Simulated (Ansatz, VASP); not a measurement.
Ni: VASP beside Ansatz

File INCAR:

```
ALGO     = Normal         # electronic algorithm
EDIFF    = 1E-6           # SCF threshold, eV
ENCUT    = 690            # plane-wave cutoff, eV
GGA      = PE             # functional
GGA_COMPAT= False        
ISIF     = 2              # what is computed and relaxed
ISMEAR   = -1             # smearing method
ISPIN    = 2              # spin polarisation
LASPH    = True           # aspherical terms in the spheres
LCHARG   = False          # write CHGCAR
LMAXMIX  = 4              # l up to which the mixer works
LORBIT   = 11             # projections on sites
LREAL    = False          # projectors in reciprocal space
LWAVE    = False          # write WAVECAR
MAGMOM   = 1.5            # initial moments
NBANDS   = 19             # bands
NELM     = 200            # most SCF steps
NUPDOWN  = 1.5            # fixed moment
PREC     = Accurate       # precision mode
SIGMA    = 0.05           # smearing width, eV
```

KPOINTS

```
k-points
0
Gamma
  11 11 11
```

Contents of POSCAR:

```
Ni
1.0
   -1.3837154700      1.3837154700      1.3837154700
    1.3837154700     -1.3837154700      1.3837154700
    1.3837154700      1.3837154700     -1.3837154700
Ni
1
Direct
    0.0000000000      0.0000000000      0.0000000000
```

File input.yaml:

```yaml
crystal:
  lattice:
    - [-1.38371547, 1.38371547, 1.38371547]
    - [1.38371547, -1.38371547, 1.38371547]
    - [1.38371547, 1.38371547, -1.38371547]
  atoms:
    - { symbol: Ni, position: [0.0, 0.0, 0.0], spin: 1.5 }
hamiltonian:
  xc: pbe
  pseudopotentials: { kind: paw }
magnetization:
  spin_polarized: true
  initial_magnetization: 1.5
  spin_locking: { lock_magnetization: hard }
kpoints:
  mp_grid: { grid: [11, 11, 11] }
scf:
  occupations: { method: fermi_dirac, width: 0.05 }
  lower_state_search: "off"
output:
  forces: true
  stress: true
  eigenvalues: true
  write_density: true
  write_potential: true
  elf: true
  volumetric_format: npy
```

Alike in both runs: task single point; functional PBE; k mesh 11 × 11 × 11; occupations fermi-dirac, width 0.05 eV; collinear spin; fixed moment 1.5 μB.

|  | VASP | Ansatz |
| --- | --- | --- |
| version | VASP 6.6.1 | Ansatz 0.2.0 |
| potentials or method | VASP PAW PBE potentials, release 64 (Ni_sv_GW) | Ansatz PAW |
| plane-wave cutoff (eV) | 690 | 420 |
| valence electrons in the cell | 18 | 18 |

|  | VASP | Ansatz | Ansatz less VASP |
| --- | --- | --- | --- |
| pressure (GPa) | 20.7 | 21.8 | +1.15 |
| net moment per atom (μB) | 1.50 | 1.50 | 0.000 |
| size of the moment on the site where the two differ most (μB) | 1.41 | 1.40 | -0.012 |

Site moments also hang on the region over which each program counts them.
